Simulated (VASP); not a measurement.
# ScBSbP3 (Pmmm) in VASP: notebook, part 2 of 2

VASP 6.6.1.

**3. Relaxation of cell and atoms, PBE**

The input, INCAR:

```
ALGO     = Normal         # electronic algorithm
EDIFF    = 1E-6           # SCF threshold, eV
EDIFFG   = -0.04          # ionic threshold
ENCUT    = 600            # plane-wave cutoff, eV
GGA      = PE             # functional
IBRION   = 2              # ionic algorithm
ISIF     = 3              # what is computed and relaxed
ISMEAR   = 0              # smearing method
LASPH    = T              # aspherical terms in the spheres
LCHARG   = F              # write CHGCAR
LREAL    = F              # projectors in reciprocal space
LWAVE    = F              # write WAVECAR
NELM     = 80             # most SCF steps
NSW      = 90             # ionic steps
PREC     = Accurate       # precision mode
SIGMA    = 0.1            # smearing width, eV
```

The input, KPOINTS:

```
k-points
0
Gamma
  4 4 2
```

The input, POSCAR:

```
ScBSbP3
1.0
    4.1249884371      0.0000000000      0.0000000000
    0.0000000000      4.8539647750      0.0000000000
    0.0000000000      0.0000000000      8.0721395901
Sc B Sb P
1 1 1 3
Direct
    0.0000000000      0.5000000000      0.5000000000
    0.0000000000      0.0000000000      0.0000000000
    0.5000000000      0.0000000000      0.0000000000
    0.5000000000      0.0000000000      0.3536904924
    0.5000000000      0.0000000000      0.6463095076
    0.0000000000      0.0000000000      0.5000000000
```

Potentials or basis: VASP PAW PBE potentials, release 64 (Sc_sv, B, Sb, P).

Run with:

```
cat potpaw_PBE.64/Sc_sv/POTCAR potpaw_PBE.64/B/POTCAR potpaw_PBE.64/Sb/POTCAR potpaw_PBE.64/P/POTCAR > POTCAR
mpirun -np 1 vasp_std > vasp.out
```

Wall time 3.4 min (1 thread of Intel Xeon 6975P-C (Granite Rapids), shared host); peak memory 0.36 GiB.

It converged, with:

| Property | Result |
| --- | --- |
| Free energy | -28.5283 eV |
| Relaxed volume | 26.67 Å³/atom |
| Relaxed cell | a = 4.210 Å, b = 4.847 Å, c = 7.840 Å, α = 90.00°, β = 90.00°, γ = 90.00° |
| Space group after relaxing (to 0.1 Å) | Pmmm (No. 47) |
| Energy gained by relaxing | 13.1 meV/atom |
| Ionic steps | 7 |
| Pressure after relaxing | 0.1 GPa |
| Largest force after relaxing | 0.021 eV/Å |
| Band gap on the k mesh | zero (bands 17 and 18 overlap by 1.51 eV) |

Forces in eV/Å, atoms in the order of the input:
```
Sc   0.000  0.000  0.000
B    0.000  0.000  0.000
Sb   0.000  0.000  0.000
P    0.000  0.000 -0.021
P    0.000  0.000  0.021
P    0.000  0.000  0.000
```

Stress tensor (GPa, compression positive):
```
0.08 0.00 0.00
0.00 0.00 0.00
0.00 0.00 0.09
```

Step by step:
```csv
step,energy change (eV),largest force (eV/Å),pressure (GPa),volume (Å³)
1,0.0000,0.1182,0.71,161.62
2,-0.0533,0.2453,-0.76,164.33
3,-0.0585,0.2320,-0.49,163.73
4,-0.0711,0.1905,-0.35,162.17
5,-0.0767,0.1118,-0.09,160.40
6,-0.0776,0.0403,0.14,159.71
7,-0.0785,0.0207,0.05,160.00
```

Final structure:
```xyz
6
Lattice="4.2103 0.0000 0.0000 0.0000 4.8468 0.0000 0.0000 0.0000 7.8403" Properties=species:S:1:pos:R:3 pbc="T T T"
Sc    0.0000    2.4234    3.9201
B     0.0000    0.0000    0.0000
Sb    2.1052    0.0000    0.0000
P     2.1052    0.0000    2.7400
P     2.1052    0.0000    5.1002
P     0.0000    0.0000    3.9201
```

Levels at points of the mesh, in eV from the Fermi level:
```
           k point  band 15  band 16  band 17  band 18  band 19  band 20
(0.00, 0.00, 0.00)    -1.25    -1.21    -0.79    -0.38    -0.14     0.45
(0.50, 0.00, 0.00)    -0.13    -0.10    -0.05     0.30     0.41     0.59
(0.00, 0.50, 0.00)    -1.56    -1.53    -1.01    -0.73    -0.53     0.96
(0.50, 0.50, 0.00)    -1.37    -0.88    -0.29     0.27     0.97     1.27
(0.00, 0.00, 0.50)    -1.05    -0.62    -0.19     0.37     0.45     0.45
(0.50, 0.00, 0.50)    -0.97     0.20     0.79     0.80     0.80     1.21
(0.00, 0.50, 0.50)    -1.77    -0.80    -0.67    -0.07     0.51     0.72
(0.50, 0.50, 0.50)    -0.71    -0.24    -0.08     0.92     0.98     1.80
```

Caveat: the k points lie up to 0.40 Å⁻¹ apart in the final cell, too coarse for converged energies and pressures of a metal; spin-orbit coupling is left out, which moves the levels of the heavy elements.

**4. Single point, PBE**

This run uses another cell than the first one, of 27.74 Å³/atom.

The input, INCAR:

```
ALGO     = Normal         # electronic algorithm
EDIFF    = 1E-6           # SCF threshold, eV
ENCUT    = 520            # plane-wave cutoff, eV
GGA      = PE             # functional
ISIF     = 2              # what is computed and relaxed
ISMEAR   = 0              # smearing method
LASPH    = True           # aspherical terms in the spheres
LCHARG   = True           # write CHGCAR
LELF     = True           # ELF
LREAL    = False          # projectors in reciprocal space
LVHAR    = True         
LWAVE    = False          # write WAVECAR
NBANDS   = 26             # bands
NELM     = 60             # most SCF steps
PREC     = Accurate       # precision mode
SIGMA    = 0.1            # smearing width, eV
```

The input, KPOINTS:

```
k-points
0
Gamma
  10 8 6
```

The input, POSCAR:

```
ScBSbP3
1.0
    4.0468603896      0.0000000000      0.0000000000
    0.0000000000      4.8475196645      0.0000000000
    0.0000000000      0.0000000000      8.4842199601
Sc B Sb P
1 1 1 3
Direct
    0.0000000000      0.5000000000      0.5000000000
    0.0000000000      0.0000000000      0.0000000000
    0.5000000000      0.0000000000      0.0000000000
    0.5000000000      0.0000000000      0.3582631629
    0.5000000000      0.0000000000      0.6417368371
    0.0000000000      0.0000000000      0.5000000000
```

Potentials or basis: VASP PAW PBE potentials, release 64 (Sc_sv, B, Sb, P).

Run with:

```
cat potpaw_PBE.64/Sc_sv/POTCAR potpaw_PBE.64/B/POTCAR potpaw_PBE.64/Sb/POTCAR potpaw_PBE.64/P/POTCAR > POTCAR
mpirun -np 1 vasp_std > vasp.out
```

OUTCAR:

```text
EDIFF = 1E-6
   ENCUT = 520
   GGA = PE
   ISIF = 2
   ISMEAR = 0
   LASPH = True
   LREAL = False
   NELM = 60
   PREC = Accurate

 ion  position               nearest neighbor table
   1  0.000  0.500  0.500-   6 2.42   6 2.42
   2  0.000  0.000  0.000-   3 2.02   3 2.02
   3  0.500  0.000  0.000-   2 2.02   2 2.02   5 3.04   4 3.04
   4  0.500  0.000  0.358-   6 2.35   6 2.35   5 2.41   3 3.04
[... 906 lines left out ...]
  -------------------------------------------------------------------------------------
  Total        0.3340883      0.0907196     -0.1177079      0.0000000      0.0000000      0.0000000
  in kB        3.2160452      0.8732970     -1.1330952      0.0000000      0.0000000      0.0000000
  external PRESSURE =       0.9854157 kB  Pullay stress =       0.0000000 kB

 VOLUME and BASIS-vectors are now :
 -----------------------------------------------------------------------------
  energy-cutoff  :      520.00
  volume of cell :      166.44
      direct lattice vectors                 reciprocal lattice vectors
     4.046860390  0.000000000  0.000000000     0.247105139  0.000000000  0.000000000
     0.000000000  4.847519665  0.000000000     0.000000000  0.206291066  0.000000000
     0.000000000  0.000000000  8.484219960     0.000000000  0.000000000  0.117865874

 POSITION                                       TOTAL-FORCE (eV/Angst)
 -----------------------------------------------------------------------------------
      0.00000      2.42376      4.24211         0.000000     -0.000000      0.000000
      0.00000      0.00000      0.00000         0.000000     -0.000000      0.000000
      2.02343      0.00000      0.00000         0.000000     -0.000000      0.000000
      2.02343      0.00000      3.03958         0.000000     -0.000000      0.048976
      2.02343      0.00000      5.44464        -0.000000      0.000000     -0.048976
      0.00000      0.00000      4.24211         0.000000     -0.000000      0.000000
 -----------------------------------------------------------------------------------
    total drift:                                0.000000      0.000000      0.000000

  FREE ENERGIE OF THE ION-ELECTRON SYSTEM (eV)
  ---------------------------------------------------
  free  energy   TOTEN  =       -28.2838038170 eV

  energy  without entropy=      -28.2718258686  energy(sigma->0) =      -28.27781484
```

Wall time 5.6 min (1 thread of Intel Xeon 6975P-C (Granite Rapids), shared host); peak memory 0.64 GiB.

Results:

| Quantity | Value |
| --- | --- |
| Free energy | -28.2838 eV |
| Pressure | 0.1 GPa |
| Largest force | 0.049 eV/Å |
| Band gap on the k mesh | zero (bands 17 and 18 overlap by 1.31 eV) |

Forces on the atoms (eV/Å):
```
Sc   0.000  0.000  0.000
B    0.000  0.000  0.000
Sb   0.000  0.000  0.000
P    0.000  0.000  0.049
P    0.000  0.000 -0.049
P    0.000  0.000  0.000
```

Levels at points of the mesh, in eV from the Fermi level:
```
           k point  band 14  band 15  band 16  band 17  band 18  band 19  band 20  band 21
(0.00, 0.00, 0.00)    -2.15    -1.37    -1.23    -0.37    -0.23    -0.13     0.51     1.08
(0.50, 0.00, 0.00)    -1.43    -0.10    -0.07     0.01     0.07     0.35     0.50     0.84
(0.00, 0.50, 0.00)    -3.05    -1.67    -1.57    -1.00    -0.68     0.00     0.81     1.16
(0.50, 0.50, 0.00)    -1.47    -1.31    -0.93    -0.23     0.12     1.14     1.15     1.53
(0.00, 0.00, 0.50)    -1.25    -1.17    -1.10    -0.64    -0.30     0.38     0.51     1.02
(0.50, 0.00, 0.50)    -0.95    -0.62     0.23     0.62     0.72     0.73     0.78     1.21
(0.00, 0.50, 0.50)    -1.69    -1.52    -1.21    -0.94    -0.53     0.20     0.66     1.16
(0.50, 0.50, 0.50)    -1.86    -0.48    -0.47    -0.21     0.99     1.05     1.46     1.83
```

Caveat: spin-orbit coupling is left out, which moves the levels of the heavy elements.

**5. Overview**

| task | cell | k mesh | cutoff (eV) | gap on the mesh (eV) | pressure (GPa) | largest force (eV/Å) |
| --- | --- | --- | --- | --- | --- | --- |
| single point | a = 4.125, b = 8.072, c = 4.854 Å, 6 atoms, atomic positions A | 4 × 4 × 2 | 520 | none | 0.2 | 0.05 |
| relaxation of cell and atoms | relaxed from a = 4.125, b = 4.854, c = 8.072 Å, 6 atoms, atomic positions B | 4 × 4 × 2 | 600 | none | 0.1 | 0.02 |
| single point | a = 4.047, b = 4.848, c = 8.484 Å, 6 atoms, atomic positions C | 10 × 8 × 6 | 520 | none | 0.1 | 0.05 |

Alike in all rows: level PBE; potentials or basis VASP PAW PBE potentials, release 64 (Sc_sv, B, Sb, P); no spin polarisation; smearing gaussian 0.1 eV.

Caveats: some runs use coarse meshes; spin-orbit coupling is left out, which moves the levels of the heavy elements.

Absolute energies hang on the potentials; compare differences alone.
